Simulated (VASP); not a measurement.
# B2P3: single point with PBE

The system is B2P3.

```
CELL_PARAMETERS angstrom
3.11442 0.00000 0.00000
-1.55721 2.69716 0.00000
0.00000 0.00000 7.51775
ATOMIC_POSITIONS crystal
B 0.66667 0.33333 0.79551
B 0.33333 0.66667 0.20449
P 0.66667 0.33333 0.31292
P 0.33333 0.66667 0.68708
P 0.00000 0.00000 0.00000
```

```yaml
Program: VASP 6.6.1
Task: single point
Functional: PBE
Potentials_or_basis: VASP PAW PBE potentials, release 64 (B, P)
Cutoff: 520 eV
k_mesh: 12 × 12 × 6
Occupations: gaussian, width 0.1 eV
Spin: no spin polarisation
Dipole_correction: no
Further_INCAR_settings: ALGO = Normal; EDIFF = 1e-07; NBANDS = 18
```

- Pressure: -0.2 GPa
- Largest force: 0.029 eV/Å
- Band gap on the k mesh: zero (an odd number of electrons rules out a gap without spin polarisation)

Forces in eV/Å, atoms in the order of the input:
```
B    0.000  0.000 -0.005
B    0.000  0.000  0.005
P    0.000  0.000 -0.029
P    0.000  0.000  0.029
P    0.000  0.000  0.000
```

Levels at points of the mesh, in eV from the Fermi level:
```csv
k point,band 8,band 9,band 10,band 11,band 12,band 13
"(0.00, 0.00, 0.00)",-0.54,-0.54,1.27,1.27,2.61,4.07
"(0.50, 0.00, 0.00)",-2.93,-2.16,-1.99,-0.33,-0.04,1.06
"(0.00, 0.00, 0.50)",-0.64,-0.57,-0.57,1.24,1.24,3.99
"(0.50, 0.00, 0.50)",-3.55,-3.13,-3.09,0.35,1.28,1.35
```

Wall time 45 s on 1 thread of Intel(R) Xeon(R) 6975P-C (Granite Rapids), with other jobs on the host, peak memory 0.23 GiB.
